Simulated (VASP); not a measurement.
# Sc (Pm-3m) in VASP: further runs, part 2 of 2

VASP 6.6.1. Earlier steps stand in the parts before.

## Step 3: Single point, LDA

File INCAR:

```
SYSTEM = Sc
ALGO = Normal
EDIFF = 1E-6
ENCUT = 520
ISIF = 2
ISMEAR = -1
LASPH = .True.
LCHARG = .False.
LREAL = .False.
LWAVE = .False.
NBANDS = 12
NELM = 80
PREC = Accurate
SIGMA = 0.1
```

File KPOINTS:

```
k-points
0
Gamma
  14 14 14
  0 0 0
```

File POSCAR:

```
Sc
1.0
    2.6948839161      0.0000000000      0.0000000000
    0.0000000000      2.6948839161      0.0000000000
    0.0000000000      0.0000000000      2.6948839161
Sc
1
Direct
    0.0000000000      0.0000000000      0.0000000000
```

Potentials or basis: VASP PAW LDA potentials, release 64 (Sc_sv).

Started as:

```console
$ cat potpaw_LDA.64/Sc_sv/POTCAR > POTCAR
$ mpirun -np 1 vasp_std > vasp.out
```

It took 7.1 s on 1 thread of Intel Xeon 6975P-C (Granite Rapids), shared host; peak memory 0.13 GiB.

It converged, with:

```yaml
Free_energy: -5.9369 eV
Pressure: 9.0 GPa
Band_gap_on_the_k_mesh: zero (an odd number of electrons rules out a gap without spin polarisation)
```

Levels at points of the mesh, in eV from the Fermi level:
| k point | band 1 | band 2 | band 3 | band 4 | band 5 | band 6 | band 7 | band 8 | band 9 | band 10 |
| --- | --- | --- | --- | --- | --- | --- | --- | --- | --- | --- |
| (0.00, 0.00, 0.00) | -48.61 | -26.95 | -26.95 | -26.95 | -5.35 | -0.90 | -0.90 | 5.09 | 5.09 | 5.09 |
| (0.50, 0.00, 0.00) | -48.42 | -28.19 | -26.84 | -26.84 | -1.50 | -0.06 | 0.02 | 2.81 | 2.81 | 5.31 |
| (0.50, 0.50, 0.00) | -48.24 | -27.99 | -27.99 | -26.73 | -2.68 | 0.45 | 3.33 | 3.33 | 5.32 | 5.32 |
| (0.50, 0.50, 0.50) | -48.06 | -27.81 | -27.81 | -27.81 | -0.97 | -0.97 | -0.97 | 6.57 | 6.57 | 8.06 |

Caveat: the cell stands under pressure.

## Step 4: Relaxation of cell and atoms, LDA, target pressure 8.8 GPa, at which the enthalpy is minimised

File INCAR:

```
SYSTEM = Sc
PREC = Accurate ; ENCUT = 600
EDIFF = 1E-7 ; ISMEAR = -1
SIGMA = 0.1 ; LREAL = .FALSE.
LASPH = .TRUE. ; NELM = 60
ALGO = Normal ; ISIF = 3
LWAVE = .FALSE. ; LCHARG = .FALSE.
GGA = CA ; IBRION = 2
NSW = 32 ; EDIFFG = -0.005
PSTRESS = 88.0
```

File KPOINTS:

```
Automatic mesh
0
G
  14 14 14
  0 0 0
```

POSCAR is that of step 3.

Started as:

```console
$ cat potpaw_LDA.64/Sc_sv/POTCAR > POTCAR
$ mpirun -np 1 vasp_std > vasp.out
```

Run time: 9.4 s. Hardware: 1 thread of Intel Xeon 6975P-C (Granite Rapids), shared host; peak memory 0.15 GiB.

Results (log left out):

- Free energy: -5.9416 eV
- Relaxed volume: 19.65 Å³/atom
- Relaxed cell: a = 2.699 Å, b = 2.699 Å, c = 2.699 Å, α = 90.00°, β = 90.00°, γ = 90.00°
- Space group after relaxing (to 0.1 Å): Pm-3m (No. 221)
- Energy change on relaxing (the run minimises the enthalpy): -4.6 meV/atom
- Ionic steps: 2
- Pressure after relaxing: 8.8 GPa
- Band gap on the k mesh: zero (an odd number of electrons rules out a gap without spin polarisation)

The path:
```csv
step,energy change (eV),largest force (eV/Å),pressure (GPa),volume (Å³)
1,0.0000,0.0000,9.04,19.57
2,-0.0046,0.0000,8.79,19.65
```

Final structure:
```
CELL_PARAMETERS angstrom
2.69869 0.00000 0.00000
0.00000 2.69869 0.00000
0.00000 0.00000 2.69869
ATOMIC_POSITIONS crystal
Sc 0.00000 0.00000 0.00000
```

Levels at points of the mesh, in eV from the Fermi level:
| k point | band 2 | band 3 | band 4 | band 5 | band 6 | band 7 | band 8 | band 9 |
| --- | --- | --- | --- | --- | --- | --- | --- | --- |
| (0.00, 0.00, 0.00) | -26.96 | -26.96 | -26.96 | -5.34 | -0.89 | -0.89 | 5.07 | 5.07 |
| (0.50, 0.00, 0.00) | -28.19 | -26.85 | -26.85 | -1.51 | -0.06 | 0.01 | 2.80 | 2.80 |
| (0.50, 0.50, 0.00) | -27.99 | -27.99 | -26.75 | -2.66 | 0.44 | 3.32 | 3.32 | 5.30 |
| (0.50, 0.50, 0.50) | -27.81 | -27.81 | -27.81 | -0.96 | -0.96 | -0.96 | 6.54 | 6.54 |

Caveat: the cell is relaxed towards a set pressure, so the run minimises the enthalpy, not the energy.

## Step 5: Relaxation of cell and atoms, LDA, target pressure 8.8 GPa, at which the enthalpy is minimised

This run uses another cell than the first one, of 21.04 Å³/atom.

File INCAR:

```
PREC     = Accurate       # precision mode
ENCUT    = 600            # plane-wave cutoff, eV
EDIFF    = 1E-6           # SCF threshold, eV
ISMEAR   = -1             # smearing method
SIGMA    = 0.1            # smearing width, eV
LREAL    = F              # projectors in reciprocal space
LASPH    = T              # aspherical terms in the spheres
NELM     = 60             # most SCF steps
ALGO     = Normal         # electronic algorithm
ISIF     = 3              # what is computed and relaxed
LWAVE    = F              # write WAVECAR
LCHARG   = F              # write CHGCAR
IBRION   = 2              # ionic algorithm
NSW      = 60             # ionic steps
EDIFFG   = -0.005         # ionic threshold
PSTRESS  = 88.0
```

File KPOINTS:

```
regular mesh
0
Gamma
  14 14 14
```

File POSCAR:

```
Sc
1.0
    2.7604685790      0.0000000000      0.0000000000
    0.0000000000      2.7604685790      0.0000000000
    0.0000000000      0.0000000000      2.7604685790
Sc
1
Direct
    0.0000000000      0.0000000000      0.0000000000
```

Potentials or basis: VASP PAW LDA potentials, release 64 (Sc_sv).

Started as:

```console
$ cat potpaw_LDA.64/Sc_sv/POTCAR > POTCAR
$ mpirun -np 1 vasp_std > vasp.out
```

OUTCAR:

```text
PREC = Accurate
   ENCUT = 600
   EDIFF = 1E-6
   ISMEAR = -1
   LREAL = F
   LASPH = T
   NELM = 60
   ISIF = 3
   IBRION = 2
   NSW = 60
   EDIFFG = -0.005
   PSTRESS = 88.0

 ion  position               nearest neighbor table
   1  0.000  0.000  0.000-

  LATTYP: Found a simple cubic cell.
 ALAT       =     2.7604685790

  Lattice vectors:

 A1 = (   2.7604685790,   0.0000000000,   0.0000000000)
 A2 = (   0.0000000000,   2.7604685790,   0.0000000000)
 A3 = (   0.0000000000,   0.0000000000,   2.7604685790)

Analysis of symmetry for initial positions (statically):
=====================================================================
 Subroutine PRICEL returns:
 Original cell was already a primitive cell.

[... 255 lines left out ...]
 cond. band min:       5.0072357427   @ k =   0.3571   0.2857   0.0714
 fundamental gap:      0.0188492432
 Fermi energy:         5.0057186903

 k-point     1 :       0.0000    0.0000    0.0000
  band No.  band energies     occupation
      1     -43.6132      2.00000
      2     -21.9588      2.00000
      3     -21.9588      2.00000
      4     -21.9588      2.00000
      5      -0.3381      2.00000
      6       4.1127      1.99974
      7       4.1127      1.99974
      8      10.0760      0.00000
      9      10.0760      0.00000
[... 265 lines left out ...]
 k-point    24 :       0.3571    0.2143    0.0000
  band No.  band energies     occupation
      1     -43.3890      2.00000
      2     -22.8958      2.00000
      3     -22.3341      2.00000
      4     -21.8261      2.00000
      5       2.9209      2.00000
      6       4.8738      1.57810
      7       6.1713      0.00002
      8       8.1190      0.00000
      9       8.3339      0.00000

 [... further k-points ...]

------------------------ aborting loop because EDIFF is reached ----------------------------------------

  FORCE on cell =-STRESS in cart. coord.  units (eV):
  Direction    XX          YY          ZZ          XY          YZ          ZX
  --------------------------------------------------------------------------------------
  -------------------------------------------------------------------------------------
  Total        1.0818556      1.0818556      1.0818556     -0.0000000     -0.0000000      0.0000000
  in kB       88.1964065     88.1964065     88.1964065     -0.0000000     -0.0000000      0.0000000
  external PRESSURE =       0.1964065 kB  Pullay stress =      88.0000000 kB
[... 20 lines left out ...]
  energy  without entropy=       -5.8715192769  energy(sigma->0) =       -5.90659526

  enthalpy is  TOTEN    =        -4.8622248543 eV   P V=        1.0794463855

 reached required accuracy - stopping structural energy minimisation
```

CONTCAR:

```text
Sc
   1.00000000000000
     2.6986278348903068    0.0000000000000000    0.0000000000000000
     0.0000000000000000    2.6986278348903068   -0.0000000000000000
     0.0000000000000000    0.0000000000000000    2.6986278348903068
  Sc
     1
Direct
     0.0000000000000000    0.0000000000000000    0.0000000000000000

  0.00000000E+00  0.00000000E+00  0.00000000E+00
```

Run time: 14 s. Hardware: 1 thread of Intel Xeon 6975P-C (Granite Rapids), shared host; peak memory 0.15 GiB.

What came out:

* Free energy: -5.9417 eV
* Relaxed volume: 19.65 Å³/atom
* Relaxed cell: a = 2.699 Å, b = 2.699 Å, c = 2.699 Å, α = 90.00°, β = 90.00°, γ = 90.00°
* Space group after relaxing (to 0.1 Å): Pm-3m (No. 221)
* Energy change on relaxing (the run minimises the enthalpy): +57.8 meV/atom
* Ionic steps: 3
* Pressure after relaxing: 8.8 GPa
* Band gap on the k mesh: zero (an odd number of electrons rules out a gap without spin polarisation)

The path:
| step | energy change (eV) | largest force (eV/Å) | pressure (GPa) | volume (Å³) |
| --- | --- | --- | --- | --- |
| 1 | 0.0000 | 0.0000 | 4.77 | 21.04 |
| 2 | 0.0685 | 0.0000 | 9.44 | 19.47 |
| 3 | 0.0578 | 0.0000 | 8.82 | 19.65 |

Final structure:
```yaml
crystal:
  lattice:
    - [2.69863, 0.00000, 0.00000]
    - [0.00000, 2.69863, 0.00000]
    - [0.00000, 0.00000, 2.69863]
  atoms:
    - { symbol: Sc, position: [0.00000, 0.00000, 0.00000] }
```

Caveat: the cell is relaxed towards a set pressure, so the run minimises the enthalpy, not the energy.

## Step 6: Overview

| task | cell | cutoff (eV) | gap on the mesh (eV) | pressure (GPa) |
| --- | --- | --- | --- | --- |
| single point | a = 2.695 Å, 1 atom | 520 | none | 9.0 |
| relaxation of cell and atoms | relaxed to 8.8 GPa from a = 2.695 Å, 1 atom | 600 | none | 8.8 |
| relaxation of cell and atoms | relaxed to 8.8 GPa from a = 2.760 Å, 1 atom | 600 | none | 8.8 |

Alike in all rows: level LDA; potentials or basis VASP PAW LDA potentials, release 64 (Sc_sv); no spin polarisation; k mesh 14 × 14 × 14; smearing fermi-dirac 0.1 eV.

Caveats: the cell is relaxed towards a set pressure, so the run minimises the enthalpy, not the energy (at least some runs); the cell stands under pressure (at least some runs).

Total energies depend on the potentials used, so only differences within one code and one set of settings carry meaning.

The gap in the log of VASP goes by the Fermi energy; the results here count the filled bands.